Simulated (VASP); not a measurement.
# InSb (Fm-3m) in VASP: notebook, part 2 of 2

VASP 6.6.1. The steps go on from the part before.

## 3. Single point, PBE

This run uses another cell than the first one: it holds 2 atoms, not 6.

File INCAR:

```
SYSTEM = InSb
  ALGO = Normal
  EDIFF = 1E-6
  ENCUT = 520
  GGA = PE
  ISIF = 2
  ISMEAR = 0
  LASPH = .TRUE.
  LCHARG = .FALSE.
  LREAL = .FALSE.
  LWAVE = .FALSE.
  NBANDS = 16
  NELM = 80
  PREC = Accurate
  SIGMA = 0.1
```

File KPOINTS:

```
k-points
0
G
  12 12 12
  0 0 0
```

File POSCAR:

```
InSb
1.0
    0.0000000000      3.0751386620      3.0751386620
    3.0751386620      0.0000000000      3.0751386620
    3.0751386620      3.0751386620      0.0000000000
In Sb
1 1
Direct
    0.0000000000      0.0000000000      0.0000000000
    0.5000000000      0.5000000000      0.5000000000
```

Potentials or basis: VASP PAW PBE potentials, release 64 (In_d, Sb).

Command:

```sh
cat potpaw_PBE.64/In_d/POTCAR potpaw_PBE.64/Sb/POTCAR > POTCAR
mpirun -np 1 vasp_std > vasp.out
```

OUTCAR:

```text
SYSTEM = InSb
   EDIFF = 1E-6
   ENCUT = 520
   GGA = PE
   ISIF = 2
   ISMEAR = 0
   LASPH = .TRUE.
   LREAL = .FALSE.
   NELM = 80
   PREC = Accurate

 ion  position               nearest neighbor table
   1  0.000  0.000  0.000-   2 3.08   2 3.08   2 3.08   2 3.08   2 3.08   2 3.08
   2  0.500  0.500  0.500-   1 3.08   1 3.08   1 3.08   1 3.08   1 3.08   1 3.08

  LATTYP: Found a face centered cubic cell.
 ALAT       =     6.1502773240

  Lattice vectors:

 A1 = (   0.0000000000,   3.0751386620,   3.0751386620)
 A2 = (   3.0751386620,   0.0000000000,   3.0751386620)
 A3 = (   3.0751386620,   3.0751386620,   0.0000000000)

Analysis of symmetry for initial positions (statically):
=====================================================================
 Subroutine PRICEL returns:
 Original cell was already a primitive cell.

 Routine SETGRP: Setting up the symmetry group for a
 face centered cubic supercell.

 Subroutine GETGRP returns: Found 48 space group operations
 (whereof 48 operations were pure point group operations)
 out of a pool of 48 trial point group operations.

The static configuration has the point symmetry O_h .

Analysis of symmetry for dynamics (positions and initial velocities):
=====================================================================
 Subroutine PRICEL returns:
 Original cell was already a primitive cell.

 Routine SETGRP: Setting up the symmetry group for a
 face centered cubic supercell.

 Subroutine GETGRP returns: Found 48 space group operations
 (whereof 48 operations were pure point group operations)
 out of a pool of 48 trial point group operations.

The dynamic configuration has the point symmetry O_h .

 Subroutine INISYM returns: Found 48 space group operations
 (whereof 48 operations are pure point group operations),
 and found     1 'primitive' translations

----------------------------------------------------------------------------------------

[... 110 lines left out ...]
   IMIX   =      4    mixing-type and parameters
     AMIX     =   0.40;   BMIX     =  1.00
     AMIX_MAG =   1.60;   BMIX_MAG =  1.00
  volume/ion in A,a.u.               =      29.08       196.24
  Fermi-wavevector in a.u.,A,eV,Ry     =   1.107365  2.092617 16.684256  1.226258
  Thomas-Fermi vector in A             =   2.243879
   LORBIT       =      0    0 simple, 1 ext, 2 COOP (PROOUT), +10 PAW based schemes
   GGA     = PE    functional components
   LHFCALC =     F    Hartree Fock is set to
   AEXX    =    0.0000 exact exchange contribution
   IVDW    =     0    specifies the selected vdW correction
   LEPSILON=     F    determine dielectric tensor
   LRPA    =     F    only Hartree local field effects (RPA)
 non-spin polarized calculation
 Gauss-broadening in eV      SIGMA  =   0.10
  energy-cutoff  :      520.00
  volume of cell :       58.16
 maximum number of plane-waves:      1592
   NGX = 17   NGY = 17   NGZ = 17

 number of electron      18.0000005 magnetization

 Free energy of the ion-electron system (eV)
  ---------------------------------------------------
  ext. energy  EPLUGINS =         0.00000000
  ---------------------------------------------------
  free energy    TOTEN  =        -6.66599205 eV

  energy without entropy =       -6.65793085  energy(sigma->0) =       -6.66196145

 E-fermi :   6.5327     XC(G=0):  -9.7025

 val. band max:        6.5286852951   @ k =   0.5000   0.0833   0.0000
 cond. band min:       6.5576202983   @ k =   0.1667   0.0000   0.0000
 fundamental gap:      0.0289350031
 Fermi energy:         6.5327491311

 k-point     1 :       0.0000    0.0000    0.0000
  band No.  band energies     occupation
      1      -7.8433      2.00000
      2      -7.8433      2.00000
      3      -7.8147      2.00000
      4      -7.8147      2.00000
      5      -7.8147      2.00000
      6      -4.3232      2.00000
[... 433 lines left out ...]
      3      -7.8106      2.00000
      4      -7.7934      2.00000
      5      -7.7865      2.00000
      6      -2.3760      2.00000
[... 8 lines left out ...]
     15      15.7377      0.00000
     16      15.8347      0.00000

 [... further k-points ...]

------------------------ aborting loop because EDIFF is reached ----------------------------------------

  FORCE on cell =-STRESS in cart. coord.  units (eV):
  Direction    XX          YY          ZZ          XY          YZ          ZX
  --------------------------------------------------------------------------------------
  -------------------------------------------------------------------------------------
  Total       -0.0002730     -0.0002730     -0.0002730     -0.0000000      0.0000000      0.0000000
  in kB       -0.0075194     -0.0075194     -0.0075194     -0.0000000      0.0000000      0.0000000
  external PRESSURE =      -0.0075194 kB  Pullay stress =       0.0000000 kB

 VOLUME and BASIS-vectors are now :
 -----------------------------------------------------------------------------
  energy-cutoff  :      520.00
  volume of cell :       58.16
      direct lattice vectors                 reciprocal lattice vectors
     0.000000000  3.075138662  3.075138662    -0.162594294  0.162594294  0.162594294
     3.075138662  0.000000000  3.075138662     0.162594294 -0.162594294  0.162594294
     3.075138662  3.075138662  0.000000000     0.162594294  0.162594294 -0.162594294

 POSITION                                       TOTAL-FORCE (eV/Angst)
 -----------------------------------------------------------------------------------
      0.00000      0.00000      0.00000         0.000000      0.000000     -0.000000
      3.07514      3.07514      3.07514        -0.000000      0.000000      0.000000
 -----------------------------------------------------------------------------------
    total drift:                                0.000000     -0.000000     -0.000000

  FREE ENERGIE OF THE ION-ELECTRON SYSTEM (eV)
  ---------------------------------------------------
  free  energy   TOTEN  =        -6.6659920541 eV

  energy  without entropy=       -6.6579308477  energy(sigma->0) =       -6.66196145
```

Wall time 61 s (1 thread of Intel Xeon 8259CL, shared host); peak memory 0.22 GiB.

What came out:

* Free energy: -6.6660 eV
* Pressure: 0.0 GPa
* Band gap on the k mesh: zero (bands 9 and 10 overlap by 2.66 eV)

Levels at points of the mesh, in eV from the Fermi level:
```
           k point  band 6  band 7  band 8  band 9  band 10  band 11  band 12  band 13
(0.00, 0.00, 0.00)  -10.86   -0.50   -0.01   -0.01    -0.01     6.05     6.05     6.05
(0.50, 0.00, 0.00)   -9.10   -6.32    0.36    0.36     2.21     2.50     2.50     3.23
(0.50, 0.50, 0.00)   -8.42   -4.33   -3.31   -2.05    -2.05     3.28     8.20     8.20
```

Caveat: spin-orbit coupling is left out, which moves the levels of the heavy elements.

## 4. Relaxation of cell and atoms, PBE

This run uses another cell than the first one: it holds 2 atoms, not 6.

File INCAR:

```
SYSTEM = InSb
  PREC = Accurate
  ENCUT = 600
  EDIFF = 1E-7
  ISMEAR = 0
  SIGMA = 0.1
  LREAL = .False.
  LASPH = .True.
  NELM = 80
  ALGO = Normal
  ISIF = 3
  LWAVE = .False.
  LCHARG = .False.
  GGA = PE
  IBRION = 2
  NSW = 100
  EDIFFG = -0.005
```

File KPOINTS:

```
regular mesh
0
Gamma
  12 12 12
  0 0 0
```

File POSCAR:

```
InSb
1.0
    0.0000000000      3.0735130000      3.0735130000
    3.0735130000      0.0000000000      3.0735130000
    3.0735130000      3.0735130000      0.0000000000
In Sb
1 1
Direct
    0.0000000000      0.0000000000      0.0000000000
    0.5000000000      0.5000000000      0.5000000000
```

Command:

```sh
cat potpaw_PBE.64/In_d/POTCAR potpaw_PBE.64/Sb/POTCAR > POTCAR
mpirun -np 1 vasp_std > vasp.out
```

It took 2.2 min on 1 thread of Intel Xeon 8259CL, shared host; peak memory 0.26 GiB.

The run converged. Its results:

```yaml
Free_energy: -6.6660 eV
Relaxed_volume: 29.07 Å³/atom
Relaxed_cell: a = 4.348 Å, b = 4.348 Å, c = 4.348 Å, α = 60.00°, β = 60.00°, γ = 60.00°
Space_group_after_relaxing_to_0.1_Å: Fm-3m (No. 225)
Energy_gained_by_relaxing: 0.0 meV/atom
Ionic_steps: 2
Pressure_after_relaxing: 0.0 GPa
Band_gap_on_the_k_mesh: zero (bands 9 and 10 overlap by 2.66 eV)
```

Final structure:
```
In Sb
1.0
     0.00000    3.07463    3.07463
     3.07463    0.00000    3.07463
     3.07463    3.07463    0.00000
In Sb
1 1
Direct
  0.00000 0.00000 0.00000
  0.50000 0.50000 0.50000
```

Levels at points of the mesh, in eV from the Fermi level:
```csv
k point,band 7,band 8,band 9,band 10,band 11,band 12
"(0.00, 0.00, 0.00)",-0.50,-0.01,-0.01,-0.01,6.05,6.05
"(0.50, 0.00, 0.00)",-6.32,0.36,0.36,2.21,2.50,2.50
"(0.50, 0.50, 0.00)",-4.33,-3.31,-2.06,-2.06,3.28,8.21
```

Caveat: spin-orbit coupling is left out, which moves the levels of the heavy elements.

## 5. Summary

| task | cell | k mesh | cutoff (eV) | smearing | gap on the mesh (eV) | pressure (GPa) |
| --- | --- | --- | --- | --- | --- | --- |
| single point | a = 4.349, b = 4.349, c = 10.653 Å, angles 90.0, 90.0, 60.0°, 6 atoms, atomic positions A | 16 × 16 × 6 | 520 | gaussian 0.15 eV | none | -0.1 |
| single point | a = 4.349 Å, angles 60.0°, 2 atoms, atomic positions B | 12 × 12 × 12 | 520 | gaussian 0.1 eV | none | 0.0 |
| relaxation of cell and atoms | relaxed from a = 4.347 Å, angles 60.0°, 2 atoms, atomic positions B | 12 × 12 × 12 | 600 | gaussian 0.1 eV | none | 0.0 |

Alike in all rows: level PBE; potentials or basis VASP PAW PBE potentials, release 64 (In_d, Sb); no spin polarisation.

Caveats: spin-orbit coupling is left out, which moves the levels of the heavy elements.

Total energies depend on the potentials used, so only differences within one code and one set of settings carry meaning.
